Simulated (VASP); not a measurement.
# MgO (P-6m2) in VASP: notebook, part 2 of 2

VASP 6.6.1. The steps go on from the part before.

## Step 3: Single point, PBE (strain +0.015 along x and y, +0.030 along z)

INCAR

```
PREC = Accurate
ENCUT = 520
EDIFF = 1E-6
ISMEAR = 0
SIGMA = 0.05
LREAL = F
LASPH = T
NELM = 100
ALGO = Normal
ISIF = 2
LWAVE = F
LCHARG = F
GGA = PE
NBANDS = 11
```

KPOINTS

```
regular mesh
0
Gamma
  9 9 8
```

POSCAR

```
MgO
1.0
    2.9820912170      0.0000000000      0.0000000000
   -1.4910456085      2.5825667503      0.0000000000
    0.0000000000      0.0000000000      2.7600704000
Mg O
1 1
Direct
    0.0000000000      0.0000000000      0.0000000000
    0.3333333333      0.6666666667      0.5000000000
```

Potentials or basis: VASP PAW PBE potentials, release 64 (Mg, O).

Command:

```sh
$ cat potpaw_PBE.64/Mg/POTCAR potpaw_PBE.64/O/POTCAR > POTCAR
$ mpirun -np 1 vasp_std > vasp.out
```

OUTCAR:

```text
PREC = Accurate
   ENCUT = 520
   EDIFF = 1E-6
   ISMEAR = 0
   LREAL = F
   LASPH = T
   NELM = 100
   ISIF = 2
   GGA = PE

 ion  position               nearest neighbor table
   1  0.000  0.000  0.000-   2 2.21   2 2.21   2 2.21   2 2.21   2 2.21   2 2.21
   2  0.333  0.667  0.500-   1 2.21   1 2.21   1 2.21   1 2.21   1 2.21   1 2.21

  LATTYP: Found a hexagonal cell.
 ALAT       =     2.9820912170
 C/A-ratio  =     0.9255486164

  Lattice vectors:

 A1 = (   2.9820912170,   0.0000000000,   0.0000000000)
 A2 = (  -1.4910456085,   2.5825667503,   0.0000000000)
 A3 = (   0.0000000000,   0.0000000000,   2.7600704000)

Analysis of symmetry for initial positions (statically):
=====================================================================
 Subroutine PRICEL returns:
 Original cell was already a primitive cell.

 Routine SETGRP: Setting up the symmetry group for a
 hexagonal supercell.

 Subroutine GETGRP returns: Found 12 space group operations
 (whereof 12 operations were pure point group operations)
 out of a pool of 24 trial point group operations.

The static configuration has the point symmetry D_3h.

Analysis of symmetry for dynamics (positions and initial velocities):
=====================================================================
 Subroutine PRICEL returns:
 Original cell was already a primitive cell.

 Routine SETGRP: Setting up the symmetry group for a
 hexagonal supercell.

 Subroutine GETGRP returns: Found 12 space group operations
 (whereof 12 operations were pure point group operations)
 out of a pool of 24 trial point group operations.

The dynamic configuration has the point symmetry D_3h.

 Subroutine INISYM returns: Found 12 space group operations
 (whereof 12 operations are pure point group operations),
 and found     1 'primitive' translations

[... 119 lines left out ...]
   GGA     = PE    functional components
   LHFCALC =     F    Hartree Fock is set to
   AEXX    =    0.0000 exact exchange contribution
   IVDW    =     0    specifies the selected vdW correction
   LEPSILON=     F    determine dielectric tensor
   LRPA    =     F    only Hartree local field effects (RPA)
 non-spin polarized calculation
 Gauss-broadening in eV      SIGMA  =   0.05
  energy-cutoff  :      520.00
  volume of cell :       21.26
 maximum number of plane-waves:       599
 NGX is ok and might be reduce to    24
   NGX = 11   NGY = 11   NGZ = 11

 number of electron       8.0000003 magnetization

 Free energy of the ion-electron system (eV)
  ---------------------------------------------------
  ext. energy  EPLUGINS =         0.00000000
  ---------------------------------------------------
  free energy    TOTEN  =       -11.19061066 eV

  energy without entropy =      -11.19061066  energy(sigma->0) =      -11.19061066

 E-fermi :   3.1402     XC(G=0): -10.4712

 val. band max:        2.8304269468   @ k =   0.0000   0.0000   0.5000
 cond. band min:       5.4075938304   @ k =   0.0000   0.0000   0.0000
 fundamental gap:      2.5771668837
 Fermi energy:         3.1402303066

 k-point     1 :       0.0000    0.0000    0.0000
  band No.  band energies     occupation
      1     -14.2561      2.00000
      2       2.3597      2.00000
      3       2.3845      2.00000
      4       2.3845      2.00000
      5       5.4076      0.00000
      6      14.4623      0.00000
      7      18.1364      0.00000
      8      18.1364      0.00000
      9      22.1605      0.00000
     10      22.5338      0.00000
     11      24.4631      0.00000
[... 309 lines left out ...]
 k-point    24 :       0.3333    0.3333    0.1250
  band No.  band energies     occupation
      1     -13.1166      2.00000
      2      -0.4409      2.00000
      3      -0.3857      2.00000
      4       2.2025      2.00000
      5      10.7943      0.00000
      6      13.6115      0.00000
      7      14.3265      0.00000
      8      19.3281      0.00000
      9      19.9260      0.00000
     10      23.8162      0.00000
     11      25.7970      0.00000

 [... further k-points ...]

------------------------ aborting loop because EDIFF is reached ----------------------------------------

  FORCE on cell =-STRESS in cart. coord.  units (eV):
  Direction    XX          YY          ZZ          XY          YZ          ZX
  --------------------------------------------------------------------------------------
  -------------------------------------------------------------------------------------
  Total       -0.6839420     -0.6839420     -1.8684580      0.0000000      0.0000000     -0.0000000
  in kB      -51.5510150    -51.5510150   -140.8319819      0.0000000      0.0000000     -0.0000000
  external PRESSURE =     -81.3113373 kB  Pullay stress =       0.0000000 kB

 VOLUME and BASIS-vectors are now :
 -----------------------------------------------------------------------------
  energy-cutoff  :      520.00
  volume of cell :       21.26
      direct lattice vectors                 reciprocal lattice vectors
     2.982091217  0.000000000  0.000000000     0.335335148  0.193605838  0.000000000
    -1.491045608  2.582566750  0.000000000     0.000000000  0.387211676  0.000000000
     0.000000000  0.000000000  2.760070400     0.000000000  0.000000000  0.362309599

 POSITION                                       TOTAL-FORCE (eV/Angst)
 -----------------------------------------------------------------------------------
      0.00000      0.00000      0.00000         0.000000     -0.000000      0.000000
     -0.00000      1.72171      1.38004        -0.000000      0.000000      0.000000
 -----------------------------------------------------------------------------------
    total drift:                                0.000000     -0.000000     -0.000000

  FREE ENERGIE OF THE ION-ELECTRON SYSTEM (eV)
  ---------------------------------------------------
  free  energy   TOTEN  =       -11.1906106571 eV

  energy  without entropy=      -11.1906106571  energy(sigma->0) =      -11.19061066
```

stdout:

```text
POSCAR found type information on POSCAR MgO
 POSCAR found :  2 types and       2 ions
 scaLAPACK will be used
 LDA part: xc-table for (Slater+PW92), standard interpolation
 POSCAR, INCAR and KPOINTS ok, starting setup
 FFT: planning ... GRIDC
 FFT: planning ... GRID_SOFT
 FFT: planning ... GRID
 WAVECAR not read
 entering main loop
```

Wall time 11 s (1 thread of AMD EPYC 7R13 (Zen 3), shared host); peak memory 0.11 GiB.

What came out:

```
Free energy            : -11.1906 eV
Pressure               : -8.1 GPa
Band gap on the k mesh : 2.58 eV, indirect (least direct gap 3.02 eV)
```

Stress tensor (GPa, compression positive):
```
 -5.16   0.00   0.00
  0.00  -5.16   0.00
  0.00   0.00 -14.08
```

Levels at points of the mesh, in eV from the valence-band top:
```tsv
k point	band 1	band 2	band 3	band 4	band 5	band 6	band 7	band 8	band 9
(0.00, 0.00, 0.00)	-17.09	-0.47	-0.45	-0.45	2.58	11.63	15.31	15.31	19.33
(0.00, 0.00, 0.50)	-16.17	-5.08	0.00	0.00	7.90	8.46	17.19	17.19	18.27
```

Caveat: the cell differs from its parent crystal (strain +0.015 along x and y, +0.030 along z). A k mesh can miss the band edges.

## Step 4: Single point, PBE (strain +0.030 along x and y, -0.015 along z)

INCAR

```
SYSTEM = MgO
  ALGO = Normal
  EDIFF = 1E-6
  ENCUT = 520
  GGA = PE
  ISIF = 2
  ISMEAR = 0
  LASPH = .TRUE.
  LCHARG = .FALSE.
  LREAL = .FALSE.
  LWAVE = .FALSE.
  NBANDS = 11
  NELM = 100
  PREC = Accurate
  SIGMA = 0.05
```

KPOINTS

```
k-points
0
G
  9 9 8
  0 0 0
```

POSCAR

```
MgO
1.0
    3.0261615305      0.0000000000      0.0000000000
   -1.5130807653      2.6207327614      0.0000000000
    0.0000000000      0.0000000000      2.6394848000
Mg O
1 1
Direct
    0.0000000000      0.0000000000      0.0000000000
    0.3333333333      0.6666666667      0.5000000000
```

Potentials or basis: VASP PAW PBE potentials, release 64 (Mg, O).

Command:

```sh
$ cat potpaw_PBE.64/Mg/POTCAR potpaw_PBE.64/O/POTCAR > POTCAR
$ mpirun -np 1 vasp_std > vasp.out
```

OUTCAR:

```text
SYSTEM = MgO
   EDIFF = 1E-6
   ENCUT = 520
   GGA = PE
   ISIF = 2
   ISMEAR = 0
   LASPH = .TRUE.
   LREAL = .FALSE.
   NELM = 100
   PREC = Accurate

 ion  position               nearest neighbor table
   1  0.000  0.000  0.000-   2 2.19   2 2.19   2 2.19   2 2.19   2 2.19   2 2.19
   2  0.333  0.667  0.500-   1 2.19   1 2.19   1 2.19   1 2.19   1 2.19   1 2.19

  LATTYP: Found a hexagonal cell.
 ALAT       =     3.0261615305
 C/A-ratio  =     0.8722220455

  Lattice vectors:

 A1 = (   3.0261615305,   0.0000000000,   0.0000000000)
 A2 = (  -1.5130807653,   2.6207327614,   0.0000000000)
 A3 = (   0.0000000000,   0.0000000000,   2.6394848000)

Analysis of symmetry for initial positions (statically):
=====================================================================
 Subroutine PRICEL returns:
 Original cell was already a primitive cell.

 Routine SETGRP: Setting up the symmetry group for a
 hexagonal supercell.

 Subroutine GETGRP returns: Found 12 space group operations
 (whereof 12 operations were pure point group operations)
 out of a pool of 24 trial point group operations.

The static configuration has the point symmetry D_3h.

Analysis of symmetry for dynamics (positions and initial velocities):
=====================================================================
 Subroutine PRICEL returns:
 Original cell was already a primitive cell.

 Routine SETGRP: Setting up the symmetry group for a
 hexagonal supercell.

 Subroutine GETGRP returns: Found 12 space group operations
 (whereof 12 operations were pure point group operations)
 out of a pool of 24 trial point group operations.

The dynamic configuration has the point symmetry D_3h.

 Subroutine INISYM returns: Found 12 space group operations
 (whereof 12 operations are pure point group operations),
 and found     1 'primitive' translations

----------------------------------------------------------------------------------------
[... 120 lines left out ...]
   AEXX    =    0.0000 exact exchange contribution
   IVDW    =     0    specifies the selected vdW correction
   LEPSILON=     F    determine dielectric tensor
   LRPA    =     F    only Hartree local field effects (RPA)
 non-spin polarized calculation
 Gauss-broadening in eV      SIGMA  =   0.05
  energy-cutoff  :      520.00
  volume of cell :       20.93
 maximum number of plane-waves:       575
 NGX is ok and might be reduce to    24
   NGX = 11   NGY = 11   NGZ =  9

 number of electron       8.0000004 magnetization

 Free energy of the ion-electron system (eV)
  ---------------------------------------------------
  ext. energy  EPLUGINS =         0.00000000
  ---------------------------------------------------
  free energy    TOTEN  =       -11.17386466 eV

  energy without entropy =      -11.17386466  energy(sigma->0) =      -11.17386466

 E-fermi :   3.5053     XC(G=0): -10.5222

 val. band max:        3.2999158640   @ k =   0.3333   0.3333   0.0000
 cond. band min:       5.6899468530   @ k =   0.0000   0.0000   0.0000
 fundamental gap:      2.3900309890
 Fermi energy:         3.5053397284

 k-point     1 :       0.0000    0.0000    0.0000
  band No.  band energies     occupation
      1     -14.2544      2.00000
      2       2.1918      2.00000
      3       2.1918      2.00000
      4       2.9855      2.00000
      5       5.6899      0.00000
      6      14.9616      0.00000
      7      17.5592      0.00000
      8      17.5592      0.00000
      9      22.0144      0.00000
     10      24.0922      0.00000
     11      24.8609      0.00000
[... 309 lines left out ...]
 k-point    24 :       0.3333    0.3333    0.1250
  band No.  band energies     occupation
      1     -13.1571      2.00000
      2      -0.5386      2.00000
      3      -0.4565      2.00000
      4       2.6384      2.00000
      5      11.0366      0.00000
      6      13.4195      0.00000
      7      15.2756      0.00000
      8      19.9023      0.00000
      9      20.8300      0.00000
     10      23.4932      0.00000
     11      27.0844      0.00000

 [... further k-points ...]

------------------------ aborting loop because EDIFF is reached ----------------------------------------

  FORCE on cell =-STRESS in cart. coord.  units (eV):
  Direction    XX          YY          ZZ          XY          YZ          ZX
  --------------------------------------------------------------------------------------
  -------------------------------------------------------------------------------------
  Total       -1.5742995     -1.5742995      1.1500132      0.0000000      0.0000000      0.0000000
  in kB     -120.4935886   -120.4935886     88.0195992      0.0000000      0.0000000      0.0000000
  external PRESSURE =     -50.9891927 kB  Pullay stress =       0.0000000 kB

 VOLUME and BASIS-vectors are now :
 -----------------------------------------------------------------------------
  energy-cutoff  :      520.00
  volume of cell :       20.93
      direct lattice vectors                 reciprocal lattice vectors
     3.026161531  0.000000000  0.000000000     0.330451627  0.190786336  0.000000000
    -1.513080765  2.620732761  0.000000000     0.000000000  0.381572671  0.000000000
     0.000000000  0.000000000  2.639484800     0.000000000  0.000000000  0.378861814

 POSITION                                       TOTAL-FORCE (eV/Angst)
 -----------------------------------------------------------------------------------
      0.00000      0.00000      0.00000        -0.000000      0.000000      0.000000
     -0.00000      1.74716      1.31974         0.000000     -0.000000      0.000000
 -----------------------------------------------------------------------------------
    total drift:                                0.000000     -0.000000     -0.000000

  FREE ENERGIE OF THE ION-ELECTRON SYSTEM (eV)
  ---------------------------------------------------
  free  energy   TOTEN  =       -11.1738646574 eV

  energy  without entropy=      -11.1738646574  energy(sigma->0) =      -11.17386466
```

OSZICAR:

```text
N       E                     dE             d eps       ncg     rms          rms(c)
DAV:   1     0.157538648014E+02    0.15754E+02   -0.45034E+03  1512   0.633E+02
DAV:   2    -0.122594017508E+02   -0.28013E+02   -0.27499E+02  1531   0.135E+02
DAV:   3    -0.129419431119E+02   -0.68254E+00   -0.68202E+00  1582   0.188E+01
DAV:   4    -0.129437300907E+02   -0.17870E-02   -0.17870E-02  1460   0.112E+00
DAV:   5    -0.129437367295E+02   -0.66389E-05   -0.66388E-05  1574   0.668E-02    0.738E+00
DAV:   6    -0.112286271882E+02    0.17151E+01   -0.10357E+01  1356   0.169E+01    0.251E+00
DAV:   7    -0.111921872166E+02    0.36440E-01   -0.97280E-02  1454   0.253E+00    0.140E+00
DAV:   8    -0.111743924757E+02    0.17795E-01   -0.43438E-02  1353   0.219E+00    0.293E-01
DAV:   9    -0.111740313280E+02    0.36115E-03   -0.28090E-04  1542   0.126E-01    0.219E-01
DAV:  10    -0.111738643048E+02    0.16702E-03   -0.93460E-04  1376   0.243E-01    0.154E-02
DAV:  11    -0.111738634347E+02    0.87015E-06   -0.16479E-05  1500   0.257E-02    0.809E-03
DAV:  12    -0.111738646983E+02   -0.12637E-05   -0.19033E-06  1395   0.102E-02    0.160E-03
DAV:  13    -0.111738646574E+02    0.40944E-07   -0.27936E-08   708   0.153E-03
   1 F= -.11173865E+02 E0= -.11173865E+02  d E =-.536892E-11
```

Run time: 9.9 s. Hardware: 1 thread of AMD EPYC 7R13 (Zen 3), shared host; peak memory 0.11 GiB.

Results:

```yaml
Free_energy: -11.1739 eV
Pressure: -5.1 GPa
Band_gap_on_the_k_mesh: 2.39 eV, indirect (least direct gap 2.70 eV)
```

Caveat: the cell differs from its parent crystal (strain +0.030 along x and y, -0.015 along z).

## Step 5: Single point, PBE (strain +0.015 along x and y, -0.015 along z)

INCAR

```
ALGO = Normal
EDIFF = 1E-7
ENCUT = 520
GGA = PE
ISIF = 2
ISMEAR = 0
LASPH = True
LCHARG = False
LREAL = False
LWAVE = False
NBANDS = 11
NELM = 80
PREC = Accurate
SIGMA = 0.05
```

KPOINTS

```
k-points
0
Gamma
  9 9 8
```

POSCAR

```
MgO
1.0
    2.9820912170      0.0000000000      0.0000000000
   -1.4910456085      2.5825667503      0.0000000000
    0.0000000000      0.0000000000      2.6394848000
Mg O
1 1
Direct
    0.0000000000      0.0000000000      0.0000000000
    0.3333333333      0.6666666667      0.5000000000
```

Command:

```sh
$ cat potpaw_PBE.64/Mg/POTCAR potpaw_PBE.64/O/POTCAR > POTCAR
$ mpirun -np 1 vasp_std > vasp.out
```

Wall time 9.9 s (1 thread of AMD EPYC 7R13 (Zen 3), shared host); peak memory 0.11 GiB.

The run converged. Its results:

```
Free energy            : -11.2092 eV
Pressure               : -1.9 GPa
Band gap on the k mesh : 2.70 eV, indirect (least direct gap 3.05 eV)
```

Stress tensor (GPa, compression positive):
```
-6.91  0.00  0.00
 0.00 -6.91  0.00
 0.00  0.00  8.19
```

Levels at points of the mesh, in eV from the valence-band top:
| k point | band 1 | band 2 | band 3 | band 4 | band 5 | band 6 | band 7 | band 8 | band 9 |
| --- | --- | --- | --- | --- | --- | --- | --- | --- | --- |
| (0.00, 0.00, 0.00) | -17.59 | -0.96 | -0.96 | -0.34 | 2.70 | 11.78 | 14.80 | 14.80 | 19.23 |
| (0.00, 0.00, 0.50) | -16.46 | -5.40 | -0.39 | -0.39 | 7.76 | 8.87 | 17.15 | 17.15 | 17.83 |

Caveat: the cell differs from its parent crystal (strain +0.015 along x and y, -0.015 along z). A k mesh can miss the band edges.

## Step 6: Single point, PBE (strain +0.015 along x and y, +0.015 along z)

INCAR

```
SYSTEM = MgO
  ALGO = Normal
  EDIFF = 1E-6
  ENCUT = 520
  GGA = PE
  ISIF = 2
  ISMEAR = 0
  LASPH = .True.
  LCHARG = .True.
  LELF = .True.
  LREAL = .False.
  LVHAR = .True.
  LWAVE = .False.
  NBANDS = 11
  NELM = 80
  PREC = Accurate
  SIGMA = 0.05
```

KPOINTS

```
k-points
0
Gamma
  9 9 8
  0 0 0
```

POSCAR: that of step 5 with these lines changed.

```diff
@@ -4,3 +4,3 @@
    -1.4910456085      2.5825667503      0.0000000000
-    0.0000000000      0.0000000000      2.6394848000
+    0.0000000000      0.0000000000      2.7198752000
 Mg O
```

Potentials or basis: VASP PAW PBE potentials, release 64 (Mg, O).

Command:

```sh
$ cat potpaw_PBE.64/Mg/POTCAR potpaw_PBE.64/O/POTCAR > POTCAR
$ mpirun -np 1 vasp_std > vasp.out
```

Wall time 9.8 s (1 thread of AMD EPYC 7R13 (Zen 3), shared host); peak memory 0.11 GiB.

Results (log left out):

```
Free energy            : -11.2110 eV
Pressure               : -6.3 GPa
Band gap on the k mesh : 2.67 eV, indirect (least direct gap 3.06 eV)
```

Stress tensor (GPa, compression positive):
```
-5.77  0.00  0.00
 0.00 -5.77  0.00
 0.00  0.00 -7.23
```

Levels at points of the mesh, in eV from the valence-band top:
| k point | band 1 | band 2 | band 3 | band 4 | band 5 | band 6 | band 7 | band 8 | band 9 |
| --- | --- | --- | --- | --- | --- | --- | --- | --- | --- |
| (0.00, 0.00, 0.00) | -17.21 | -0.57 | -0.57 | -0.39 | 2.67 | 11.71 | 15.19 | 15.19 | 19.33 |
| (0.00, 0.00, 0.50) | -16.23 | -5.14 | -0.09 | -0.09 | 7.90 | 8.64 | 17.22 | 17.22 | 18.17 |

Caveat: the cell differs from its parent crystal (strain +0.015 along x and y, +0.015 along z). A k mesh can miss the band edges.

## Step 7: The runs side by side

```tsv
cell	gap on the mesh (eV)	pressure (GPa)
a = 2.982, b = 2.982, c = 2.680 Å, angles 90.0, 90.0, 120.0°, 2 atoms	2.70	-4.2
a = 2.982, b = 2.982, c = 2.760 Å, angles 90.0, 90.0, 120.0°, 2 atoms	2.58	-8.1
a = 3.026, b = 3.026, c = 2.639 Å, angles 90.0, 90.0, 120.0°, 2 atoms	2.39	-5.1
a = 2.982, b = 2.982, c = 2.639 Å, angles 90.0, 90.0, 120.0°, 2 atoms	2.70	-1.9
a = 2.982, b = 2.982, c = 2.720 Å, angles 90.0, 90.0, 120.0°, 2 atoms	2.67	-6.3
```

Alike in all rows: task single point; level PBE; potentials or basis VASP PAW PBE potentials, release 64 (Mg, O); no spin polarisation; k mesh 9 × 9 × 8; cutoff (eV) 520; smearing gaussian 0.05 eV.

Total energies depend on the potentials used, so only differences within one code and one set of settings carry meaning.
